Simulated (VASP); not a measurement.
# Si2WC3 in VASP: further runs, part 2 of 3

VASP 6.6.1.

## 3. Single point, PBE

This run uses another cell than the first one, of 9.75 Å³/atom, 0.992 times its volume.

INCAR reads:

```
SYSTEM = Si2WC3
PREC     = Accurate       ! precision mode
ENCUT    = 600            ! plane-wave cutoff, eV
EDIFF    = 1E-6           ! SCF threshold, eV
ISMEAR   = 0              ! smearing method
SIGMA    = 0.2            ! smearing width, eV
LREAL    = .FALSE.        ! projectors in reciprocal space
LASPH    = .TRUE.         ! aspherical terms in the spheres
NELM     = 120            ! most SCF steps
ALGO     = Normal         ! electronic algorithm
ISIF     = 2              ! what is computed and relaxed
LWAVE    = .FALSE.        ! write WAVECAR
LCHARG   = .FALSE.        ! write CHGCAR
GGA      = PE             ! functional
NBANDS   = 26             ! bands
GGA_COMPAT= .FALSE.
```

KPOINTS reads:

```
Automatic mesh
0
G
  4 4 4
  0 0 0
```

POSCAR reads:

```
Si2WC3
1.0
    4.8582390316     -0.0000000027      0.0000000000
   -2.4291195134      4.2073584204      0.0000000000
    0.0000000000      0.0000000000      2.8612521223
Si W C
2 1 3
Direct
    0.3333333333      0.6666666667      0.5000000000
    0.6666666667      0.3333333333      0.5000000000
    0.0000000000      0.0000000000      0.0000000000
    0.5000000000      0.0000000000      0.0000000000
    0.0000000000      0.5000000000      0.0000000000
    0.5000000000      0.5000000000      0.0000000000
```

Potentials or basis: VASP PAW PBE potentials, release 64 (Si, W_sv, C).

On the command line:

```
> cat potpaw_PBE.64/Si/POTCAR potpaw_PBE.64/W_sv/POTCAR potpaw_PBE.64/C/POTCAR > POTCAR
> mpirun -np 1 vasp_std > vasp.out
```

OUTCAR:

```text
SYSTEM = Si2WC3
   PREC = Accurate
   ENCUT = 600
   EDIFF = 1E-6
   ISMEAR = 0
   LREAL = .FALSE.
   LASPH = .TRUE.
   NELM = 120
   ISIF = 2
   GGA = PE

 ion  position               nearest neighbor table
   1  0.333  0.667  0.500-   4 2.00   4 2.00   5 2.00   5 2.00   6 2.00   6 2.00   2 2.80   2 2.80
                             2 2.80   3 3.15   3 3.15   3 3.15   3 3.15   3 3.15   3 3.15
   2  0.667  0.333  0.500-   4 2.00   4 2.00   5 2.00   5 2.00   6 2.00   6 2.00   1 2.80   1 2.80
                             1 2.80   3 3.15   3 3.15   3 3.15   3 3.15   3 3.15   3 3.15
   3  0.000  0.000  0.000-   5 2.43   5 2.43   4 2.43   4 2.43   6 2.43   6 2.43   2 3.15   2 3.15
                             1 3.15   1 3.15   1 3.15   2 3.15   1 3.15   2 3.15   1 3.15   2 3.15
   4  0.500  0.000  0.000-   1 2.00   2 2.00   1 2.00   2 2.00   3 2.43   3 2.43
   5  0.000  0.500  0.000-   1 2.00   2 2.00   1 2.00   2 2.00   3 2.43   3 2.43
   6  0.500  0.500  0.000-   1 2.00   2 2.00   1 2.00   2 2.00   3 2.43   3 2.43

  LATTYP: Found a hexagonal cell.
 ALAT       =     4.8582390316
 C/A-ratio  =     0.5889484037

  Lattice vectors:

 A1 = (   4.8582390316,  -0.0000000027,   0.0000000000)
 A2 = (  -2.4291195134,   4.2073584204,   0.0000000000)
 A3 = (   0.0000000000,   0.0000000000,   2.8612521223)

Analysis of symmetry for initial positions (statically):
=====================================================================
 Subroutine PRICEL returns:
 Original cell was already a primitive cell.

 Routine SETGRP: Setting up the symmetry group for a
 hexagonal supercell.

 Subroutine GETGRP returns: Found 24 space group operations
 (whereof 24 operations were pure point group operations)
 out of a pool of 24 trial point group operations.

The static configuration has the point symmetry D_6h.

Analysis of symmetry for dynamics (positions and initial velocities):
=====================================================================
 Subroutine PRICEL returns:
 Original cell was already a primitive cell.

 Routine SETGRP: Setting up the symmetry group for a
 hexagonal supercell.

 Subroutine GETGRP returns: Found 24 space group operations
 (whereof 24 operations were pure point group operations)
 out of a pool of 24 trial point group operations.

The dynamic configuration has the point symmetry D_6h.

 Subroutine INISYM returns: Found 24 space group operations
 (whereof 24 operations are pure point group operations),
 and found     1 'primitive' translations

----------------------------------------------------------------------------------------

                                     Primitive cell

  volume of cell :      58.4850

  direct lattice vectors                    reciprocal lattice vectors
     4.858239032 -0.000000003  0.000000000     0.205835899  0.118839412  0.000000000
    -2.429119513  4.207358420  0.000000000     0.000000000  0.237678824  0.000000000
     0.000000000  0.000000000  2.861252122     0.000000000  0.000000000  0.349497338

  length of vectors
     4.858239032  4.858239032  2.861252122     0.237678824  0.237678824  0.349497338

  position of ions in fractional coordinates (direct lattice)
     0.333333333  0.666666667  0.500000000
     0.666666667  0.333333333  0.500000000
     0.000000000  0.000000000  0.000000000
[... 46 lines left out ...]
  0.250000  0.000000  0.250000     12.000000
  0.500000  0.000000  0.250000      6.000000
  0.250000  0.250000  0.250000     12.000000
  0.000000  0.000000  0.500000      1.000000
  0.250000  0.000000  0.500000      6.000000
  0.500000  0.000000  0.500000      3.000000
  0.250000  0.250000  0.500000      6.000000
   k-points           NKPTS =     12   k-points in BZ     NKDIM =     12   number of bands    NBANDS=     26
   number of dos      NEDOS =    301   number of ions     NIONS =      6
   total plane-waves  NPLWV =  38400
   dimension x,y,z NGX =    40 NGY =   40 NGZ =   24
   dimension x,y,z NGXF=    80 NGYF=   80 NGZF=   48
   ions per type =               2   1   3
   NGX,Y,Z   is equivalent  to a cutoff of  13.69, 13.69, 13.94 a.u.
   NGXF,Y,Z  is equivalent  to a cutoff of  27.38, 27.38, 27.89 a.u.
 SYSTEM =  Si2WC3
   PREC   = accura    normal or accurate (medium, high low for compatibility)
   ISTART =      0    job   : 0-new  1-cont  2-samecut
   ICHARG =      2    charge: 1-file 2-atom 10-const
   ISPIN  =      1    spin polarized calculation?
   LNONCOLLINEAR =      F non collinear calculations
   LSORBIT =      F    spin-orbit coupling
   LASPH  =      T    aspherical Exc in radial PAW
   ENCUT  =  600.0 eV  44.10 Ry    6.64 a.u.   9.70  9.70  5.71*2*pi/ulx,y,z
   NELM   =    120;   NELMIN=  2; NELMDL= -5     # of ELM steps
   EDIFF  = 0.1E-05   stopping-criterion for ELM
   LREAL  =      F    real-space projection
   EDIFFG = 0.1E-04   stopping-criterion for IOM
   NSW    =      0    number of steps for IOM
   IBRION =     -1    ionic relax: 0-MD 1-quasi-New 2-CG
   NFREE  =      0    steps in history (QN), initial steepest desc. (CG)
   ISIF   =      2    stress and relaxation
   ISYM   =      2    0-nonsym 1-usesym 2-fastsym
   POTIM  = 0.5000    time-step for ionic-motion
   TEBEG  =    0.0;   TEEND  =   0.0 temperature during run
   PSTRESS=    0.0 pullay stress
   NELECT =      34.0000    total number of electrons
   NUPDOWN=      -1.0000    fix difference up-down
   EMIN   =  10.00;   EMAX   =-10.00  energy-range for DOS
   EFERMI =   0.00;   METHOD = LEGACY
   ISMEAR =     0;   SIGMA  =   0.20  broadening in eV -4-tet -1-fermi 0-gaus
   EFERMI_NEDOS =   21; number of points for ismear=-14 and -15
   IALGO  =     38    algorithm
   IMIX   =      4    mixing-type and parameters
     AMIX     =   0.40;   BMIX     =  1.00
     AMIX_MAG =   1.60;   BMIX_MAG =  1.00
  volume/ion in A,a.u.               =       9.75        65.78
  Fermi-wavevector in a.u.,A,eV,Ry     =   1.366322  2.581974 25.399832  1.866835
  Thomas-Fermi vector in A             =   2.492473
   LORBIT       =      0    0 simple, 1 ext, 2 COOP (PROOUT), +10 PAW based schemes
   GGA     = PE    functional components
   LHFCALC =     F    Hartree Fock is set to
   AEXX    =    0.0000 exact exchange contribution
   IVDW    =     0    specifies the selected vdW correction
   LEPSILON=     F    determine dielectric tensor
   LRPA    =     F    only Hartree local field effects (RPA)
 non-spin polarized calculation
 Gauss-broadening in eV      SIGMA  =   0.20
  energy-cutoff  :      600.00
  volume of cell :       58.49
 maximum number of plane-waves:      1970
 NGX is ok and might be reduce to    40
   NGX = 19   NGY = 19   NGZ = 11

 number of electron      33.9999998 magnetization

 Free energy of the ion-electron system (eV)
  ---------------------------------------------------
  ext. energy  EPLUGINS =         0.00000000
  ---------------------------------------------------
  free energy    TOTEN  =       -42.63208777 eV

  energy without entropy =      -42.58675317  energy(sigma->0) =      -42.60942047

 E-fermi :  11.1302     XC(G=0): -12.7230

 val. band max:       11.1082314364   @ k =   0.2500   0.0000   0.2500
 cond. band min:      11.3686786692   @ k =   0.5000   0.0000   0.0000
 fundamental gap:      0.2604472327
 Fermi energy:        11.1301947292

 k-point     1 :       0.0000    0.0000    0.0000
  band No.  band energies     occupation
      1     -63.4593      2.00000
      2     -27.8195      2.00000
      3     -27.8195      2.00000
      4     -26.9506      2.00000
      5      -6.5669      2.00000
      6      -0.9725      2.00000
[... 337 lines left out ...]
     25      16.8781      0.00000
     26      19.6495      0.00000

------------------------ aborting loop because EDIFF is reached ----------------------------------------

  FORCE on cell =-STRESS in cart. coord.  units (eV):
  Direction    XX          YY          ZZ          XY          YZ          ZX
  --------------------------------------------------------------------------------------
  -------------------------------------------------------------------------------------
  Total        0.0061376      0.0061376     -0.0116058      0.0000000      0.0000000      0.0000000
  in kB        0.1681365      0.1681365     -0.3179373      0.0000000      0.0000000      0.0000000
  external PRESSURE =       0.0061119 kB  Pullay stress =       0.0000000 kB

 VOLUME and BASIS-vectors are now :
 -----------------------------------------------------------------------------
  energy-cutoff  :      600.00
  volume of cell :       58.49
      direct lattice vectors                 reciprocal lattice vectors
     4.858239032 -0.000000003  0.000000000     0.205835899  0.118839412  0.000000000
    -2.429119513  4.207358420  0.000000000     0.000000000  0.237678824  0.000000000
     0.000000000  0.000000000  2.861252122     0.000000000  0.000000000  0.349497338

 POSITION                                       TOTAL-FORCE (eV/Angst)
 -----------------------------------------------------------------------------------
      0.00000      2.80491      1.43063        -0.000000     -0.000000      0.000000
      2.42912      1.40245      1.43063         0.000000     -0.000000     -0.000000
      0.00000      0.00000      0.00000         0.000000      0.000000      0.000000
      2.42912     -0.00000      0.00000         0.000000      0.000000      0.000000
     -1.21456      2.10368      0.00000         0.000000      0.000000      0.000000
      1.21456      2.10368      0.00000         0.000000      0.000000      0.000000
 -----------------------------------------------------------------------------------
    total drift:                               -0.000000      0.000000     -0.000000

  FREE ENERGIE OF THE ION-ELECTRON SYSTEM (eV)
  ---------------------------------------------------
  free  energy   TOTEN  =       -42.6320877679 eV

  energy  without entropy=      -42.5867531664  energy(sigma->0) =      -42.60942047
```

Run time: 37 s. Hardware: 1 thread of Intel Xeon 8259CL, shared host; peak memory 0.19 GiB.

What came out:

* Free energy: -42.6321 eV
* Pressure: 0.0 GPa
* Band gap on the k mesh: zero (band 17 reaches 12.58 eV, above the bottom of band 18 at 10.42 eV)

Caveat: the k points lie up to 0.55 Å⁻¹ apart; spin-orbit coupling is left out, which moves the levels of the heavy elements.

## 4. Single point, PBE

This run uses another cell than the first one, of 12.40 Å³/atom, 1.262 times its volume.

INCAR reads:

```
SYSTEM = Si2WC3
ALGO = Normal ; EDIFF = 1E-6
ENCUT = 600 ; GGA = PE
GGA_COMPAT = .FALSE. ; ISIF = 2
ISMEAR = 0 ; LASPH = .TRUE.
LCHARG = .TRUE. ; LELF = .TRUE.
LREAL = .FALSE. ; LVHAR = .TRUE.
LWAVE = .FALSE. ; NBANDS = 26
NELM = 120 ; PREC = Accurate
SIGMA = 0.2
```

KPOINTS reads:

```
k-points
0
G
  5 5 2
  0 0 0
```

POSCAR reads:

```
Si2WC3
1.0
    3.2498398641     -0.0000000026      0.0000000000
   -1.6249199298      2.8144438818      0.0000000000
    0.0000000000      0.0000000000      8.1336541892
Si W C
2 1 3
Direct
    0.0000000000      0.0000000000      0.2034546164
    0.0000000000      0.0000000000      0.7965453836
    0.0000000000      0.0000000000      0.5000000000
    0.5000516555      0.4999483445      0.0000000000
    0.5000516555      0.0001033111      0.0000000000
    0.9998966889      0.4999483445      0.0000000000
```

On the command line:

```
> cat potpaw_PBE.64/Si/POTCAR potpaw_PBE.64/W_sv/POTCAR potpaw_PBE.64/C/POTCAR > POTCAR
> mpirun -np 1 vasp_std > vasp.out
```

It took 63 s on 1 thread of Intel Xeon 8259CL, shared host; peak memory 0.23 GiB.

The run converged. Its results:

* Free energy: -37.9807 eV
* Pressure: -0.1 GPa
* Largest force: 0.007 eV/Å
* Band gap on the k mesh: zero (band 17 reaches 8.90 eV, above the bottom of band 18 at 7.33 eV)

Forces on the atoms (eV/Å):
```
Si   0.000  0.000 -0.007
Si   0.000  0.000  0.007
W    0.000  0.000  0.000
C   -0.005  0.003  0.000
C    0.000 -0.005  0.000
C    0.005  0.003  0.000
```

Stress tensor (GPa, compression positive):
```
-0.26  0.00  0.00
 0.00 -0.26  0.00
 0.00  0.00  0.26
```

Levels at points of the mesh, in eV from the Fermi level:
```csv
k point,band 15,band 16,band 17,band 18,band 19,band 20
"(0.00, 0.00, 0.00)",-1.21,0.12,0.12,0.85,0.85,1.79
"(0.00, 0.00, 0.50)",0.10,0.10,0.44,0.92,0.92,1.81
```

Caveat: the k points lie up to 0.45 Å⁻¹ apart; spin-orbit coupling is left out, which moves the levels of the heavy elements.

## 5. Single point, PBE

This run uses another cell than the first one, of 10.48 Å³/atom, 1.067 times its volume.

INCAR reads:

```
PREC = Accurate
ENCUT = 600
EDIFF = 1E-6
ISMEAR = 0
SIGMA = 0.2
LREAL = False
LASPH = True
NELM = 120
ALGO = Normal
ISIF = 2
LWAVE = False
LCHARG = True
GGA = PE
LELF = True
LVHAR = True
NBANDS = 26
GGA_COMPAT = False
```

KPOINTS reads:

```
Automatic mesh
0
Gamma
  4 4 4
```

POSCAR reads:

```
Si2WC3
1.0
    5.2730323104     -0.0000000030      0.0000000000
   -2.6365161526      4.5665799373      0.0000000000
    0.0000000000      0.0000000000      2.6115871408
Si W C
2 1 3
Direct
    0.3333333333      0.6666666667      0.0000000000
    0.6666666667      0.3333333333      0.0000000000
    0.0000000000      0.0000000000      0.0000000000
    0.5000000000      0.0000000000      0.5000000000
    0.0000000000      0.5000000000      0.5000000000
    0.5000000000      0.5000000000      0.5000000000
```

On the command line:

```
> cat potpaw_PBE.64/Si/POTCAR potpaw_PBE.64/W_sv/POTCAR potpaw_PBE.64/C/POTCAR > POTCAR
> mpirun -np 1 vasp_std > vasp.out
```

Run time: 53 s. Hardware: 1 thread of Intel Xeon 8259CL, shared host; peak memory 0.2 GiB.

Results (log left out):

| Quantity | Value |
| --- | --- |
| Free energy | -40.6567 eV |
| Pressure | 0.2 GPa |
| Band gap on the k mesh | zero (band 17 reaches 10.90 eV, above the bottom of band 18 at 9.07 eV) |

Stress tensor (GPa, compression positive):
```
 0.60  0.00  0.00
 0.00  0.60  0.00
 0.00  0.00 -0.52
```

Levels at points of the mesh, in eV from the Fermi level:
```csv
k point,band 13,band 14,band 15,band 16,band 17,band 18,band 19,band 20,band 21,band 22
"(0.00, 0.00, 0.00)",-0.48,-0.31,-0.31,-0.11,-0.11,0.98,1.30,1.30,3.04,3.04
"(0.50, 0.00, 0.00)",-3.20,-0.89,-0.53,-0.03,0.34,1.10,3.27,3.33,3.47,4.43
"(0.00, 0.00, 0.50)",-4.88,-3.23,-0.19,-0.19,1.14,1.14,1.17,1.17,2.23,2.41
"(0.50, 0.00, 0.50)",-2.98,-2.22,-1.58,-1.47,-1.32,-0.69,1.35,1.57,1.85,2.02
```

Caveat: the k points lie up to 0.60 Å⁻¹ apart; spin-orbit coupling is left out, which moves the levels of the heavy elements.

(Part 2 of 3 ends here.)
